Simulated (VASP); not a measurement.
Here is a VASP 6.6.1 calculation.

The input INCAR:

```
SYSTEM = Mg2Te3O
ALGO = Normal ; EDIFF = 1E-6
ENCUT = 520 ; GGA = PE
ISIF = 2 ; ISMEAR = 0
LASPH = .TRUE. ; LCHARG = .TRUE.
LELF = .TRUE. ; LREAL = .FALSE.
LVHAR = .TRUE. ; LWAVE = .FALSE.
NBANDS = 23 ; NELM = 100
PREC = Accurate ; SIGMA = 0.1
```

Contents of KPOINTS:

```
k-points
0
G
  3 3 3
  0 0 0
```

POSCAR

```
Mg2Te3O
1.0
    4.1339668000      2.3867468400      2.9352567300
   -4.1339668000      2.3867468400      2.9352567300
    0.0000000000     -4.7734936900      2.9352567300
Mg Te O
2 3 1
Direct
    0.7708021400      0.7708021400      0.7708021400
    0.2291978600      0.2291978600      0.2291978600
    0.0000000000      0.5000000000      0.0000000000
    0.0000000000      0.0000000000      0.5000000000
    0.5000000000      0.0000000000      0.0000000000
    0.5000000000      0.5000000000      0.5000000000
```

Potentials or basis: VASP PAW PBE potentials, release 64 (Mg, Te, O).

Command:

```sh
$ cat potpaw_PBE.64/Mg/POTCAR potpaw_PBE.64/Te/POTCAR potpaw_PBE.64/O/POTCAR > POTCAR
$ mpirun -np 1 vasp_std > vasp.out
```

Task: What does it give for the largest force?

Result: 3.523 eV/Å.

Task: Estimate the band gap on the k mesh.

Result: Zero (bands 14 and 15 overlap by 0.54 eV).

Forces in eV/Å, atoms in the order of the input:
```
Mg   0.000  0.000 -3.523
Mg   0.000  0.000  3.523
Te   0.000  0.000  0.000
Te   0.000  0.000  0.000
Te   0.000  0.000  0.000
O    0.000  0.000  0.000
```

Caveat: the k points lie up to 0.38 Å⁻¹ apart, too coarse for converged energies and pressures of a metal; semilocal functionals underestimate gaps, so a narrow gap can read as zero; spin-orbit coupling is left out, which moves the levels of the heavy elements; forces of over 1 eV/Å act on the atoms, so gaps and moduli don't describe the material at rest.
